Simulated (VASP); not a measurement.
Here is a VASP 6.6.1 calculation.

INCAR

```
ALGO     = Normal         # electronic algorithm
EDIFF    = 1E-6           # SCF threshold, eV
ENCUT    = 520            # plane-wave cutoff, eV
GGA      = CA             # functional
ISIF     = 2              # what is computed and relaxed
ISMEAR   = 0              # smearing method
LASPH    = T              # aspherical terms in the spheres
LCHARG   = F              # write CHGCAR
LREAL    = F              # projectors in reciprocal space
LWAVE    = F              # write WAVECAR
NBANDS   = 18             # bands
NELM     = 60             # most SCF steps
PREC     = Accurate       # precision mode
SIGMA    = 0.05           # smearing width, eV
```

Contents of KPOINTS:

```
k-points
0
Gamma
  7 7 7
```

POSCAR

```
TcIr
1.0
    3.0495332704      0.0000000000      0.0000000000
    0.0000000000      3.0495332704      0.0000000000
    0.0000000000      0.0000000000      3.0495332704
Ir Tc
1 1
Direct
    0.0000000000      0.0000000000      0.0000000000
    0.5000000000      0.5000000000      0.5000000000
```

Potentials or basis: VASP PAW LDA potentials, release 64 (Ir, Tc_pv).

Launch:

```bash
$ cat potpaw_LDA.64/Ir/POTCAR potpaw_LDA.64/Tc_pv/POTCAR > POTCAR
$ mpirun -np 1 vasp_std > vasp.out
```

Problem. What does it give for the band gap on the k mesh?

Solution. Zero (band 11 reaches 11.93 eV, above the bottom of band 12 at 10.24 eV).

Problem. Estimate the pressure.

Solution. 1.2 GPa.

Caveat: spin-orbit coupling is left out, which moves the levels of the heavy elements.
